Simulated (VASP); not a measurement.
Input of a VASP 6.6.1 run:

INCAR

```
PREC = Accurate
ENCUT = 520
EDIFF = 1E-6
ISMEAR = 0
SIGMA = 0.15
LREAL = F
LASPH = T
NELM = 60
ALGO = Fast
ISIF = 2
LWAVE = F
LCHARG = F
GGA = PS
NBANDS = 10
```

Contents of KPOINTS:

```
regular mesh
0
Gamma
  20 20 20
```

POSCAR

```
Na
1.0
   -1.9934069421      1.9934069421      2.3664734972
    1.9934069421     -1.9934069421      2.3664734972
    1.9934069421      1.9934069421     -2.3664734972
Na
1
Direct
    0.0000000000      0.0000000000      0.0000000000
```

Potentials or basis: VASP PAW PBE potentials, release 64 (Na_pv).

The run is started by

```console
$ cat potpaw_PBE.64/Na_pv/POTCAR > POTCAR
$ mpirun -np 1 vasp_std > vasp.out
```

(1) What does it give for the pressure?

Answers

(1) -0.2 GPa.

Caveat: the PAW data sets were made with another functional, which shifts forces and pressure a little.
